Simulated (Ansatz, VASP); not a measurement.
**Li in VASP and in Ansatz**

```
Li
1.0
     3.06465    0.00000    0.00000
    -1.53232    2.65406    0.00000
     0.00000    0.00000    4.96473
Li
2
Direct
  0.23333 0.61667 0.17500
  0.76667 0.38333 0.82500
```

Change from the starting cell: shortest bond scaled by 0.7, LAPW.

Alike in both runs: task single point; functional PBE; k mesh 11 × 11 × 6; occupations fermi-dirac, width 0.05 eV; no spin polarisation.

|  | VASP | Ansatz |
| --- | --- | --- |
| version | VASP 6.6.1 | Ansatz 0.2.0 |
| potentials or method | VASP PAW PBE potentials, release 64 (Li_sv), cutoff 520 eV | all-electron LAPW, scalar-relativistic |

|  | VASP | Ansatz | Ansatz less VASP |
| --- | --- | --- | --- |
| rms of the force components (eV/Å) | 0.797 | 0.795 | -0.0019 |

Atom by atom the forces differ by 0.002 eV/Å (rms over components). Ansatz ran all-electron here, and VASP with PAW potentials.

Noted on VASP's run: the cutoff is short for stress, so the pressure is rough.
